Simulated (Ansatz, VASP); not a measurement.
# One calculation of AlN, two programs

```
Al N
1.0
     0.00000    2.18399    2.18399
     2.18399    0.00000    2.18399
     2.18399    2.18399    0.00000
Al N
1 1
Direct
  0.00000 0.00000 0.00000
  0.25000 0.25000 0.25000
```

Alike in both runs: functional revPBE; k mesh 10 × 10 × 10; occupations fermi-dirac, width 0.05 eV; no spin polarisation.

```csv
,VASP,Ansatz
version,VASP 6.6.1,Ansatz 0.2.0
potentials or method,"VASP PAW PBE potentials, release 64 (Al, N), cutoff 520 eV","all-electron LAPW, scalar-relativistic"
task,single point,band structure
```

|  | VASP | Ansatz | Ansatz less VASP |
| --- | --- | --- | --- |
| gap on the k mesh at the Fermi level (eV) | 3.35 | 3.35 | -0.002 |
| least direct gap on the mesh (eV) | 4.22 | 4.21 | -0.010 |
| pressure (GPa) | 7.1 | 7.5 | +0.46 |

VASP's potentials were made for PBE, not for revPBE. Ansatz ran all-electron here, and VASP with PAW potentials.
